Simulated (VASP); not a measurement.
Wanted: the native input for a VASP 6.6.1 run.

| Quantity | Value |
| --- | --- |
| Task | single point |
| Functional | PBE |
| Potentials or basis | VASP PAW PBE potentials, release 64 (Si, C) |
| Cutoff | 520 eV |
| k mesh | 2 × 2 × 2 |
| Occupations | fermi-dirac, width 0.02 eV |
| Spin | collinear spin, zero start |
| Starting moments | [0.0, 0.0, 0.0, 0.0, 0.0, 0.0, 0.0, 0.0, 0.0, 0.0, 0.0, 0.0, 0.0, 0.0, 0.0, 0.0, 0.0] μB |
| Dipole correction | no |
| Further INCAR settings | LREAL = Auto; ALGO = Normal; EDIFF = 1e-06; NBANDS = 52 |

The structure of Si16C (a cell with a defect) lies in POSCAR:

```
Si16C
1.0
    0.0000000000      5.4300000000      5.4300000000
    5.4300000000      0.0000000000      5.4300000000
    5.4300000000      5.4300000000      0.0000000000
Si C
16 1
Direct
   -0.0092357274      0.0023112339      0.0229742173
    0.1716482505      0.0938397790      0.1111510129
    0.0055709024     -0.0069705341      0.4997697974
    0.0854788214      0.1344843462      0.6688305709
    0.0440423573      0.4539318600     -0.0194935543
    0.1190239411      0.5209208103      0.1885082873
   -0.0314088398      0.5320349908      0.5464364641
    0.1688858195      0.6215745856      0.6238029466
    0.5319705341     -0.0240515654     -0.0662983425
    0.6107274401      0.1338397790      0.0670257827
    0.4734714549      0.0677071823      0.4505616943
    0.6509576427      0.1767219153      0.5245856354
    0.4840607735      0.5550000000      0.0011694291
    0.6815285451      0.6283793738      0.1236648250
    0.5492633517      0.5267955801      0.5081399632
    0.6131491713      0.7213443831      0.6261878453
    0.2144198895      0.7357642726      1.0292081031
```

One way to write it, as run:

INCAR

```
PREC = Accurate
ENCUT = 520
EDIFF = 1E-6
ISMEAR = -1
SIGMA = 0.02
LREAL = Auto
LASPH = T
NELM = 150
ALGO = Normal
ISIF = 2
LWAVE = F
LCHARG = T
ISPIN = 2
MAGMOM = 0 0 0 0 0 0 0 0 0 0 0 0 0 0 0 0 0
LORBIT = 11
GGA = PE
LELF = T
LVHAR = T
NBANDS = 52
```

KPOINTS

```
Automatic mesh
0
Gamma
  2 2 2
```

Potentials or basis: VASP PAW PBE potentials, release 64 (Si, C).

The run is started by

```sh
$ cat potpaw_PBE.64/Si/POTCAR potpaw_PBE.64/C/POTCAR > POTCAR
$ mpirun -np 1 vasp_std > vasp.out
```

It gave:

The pressure is 2.4 GPa, the largest force is 2.524 eV/Å and the band gap on the k mesh is zero (filled and empty bands overlap). The net moment is 0.00 μB per cell and the valence electrons inside the program's atomic spheres are Si 1.69, 1.70, 1.65, 1.74, 1.71, 1.66, 1.68, 1.61, 1.67, 1.63; C 2.48.

Caveat: the k points lie up to 0.50 Å⁻¹ apart.

Wall time 4.8 min on 1 thread of Intel(R) Xeon(R) 6975P-C (Granite Rapids) (shared host), peak memory 0.7 GiB.
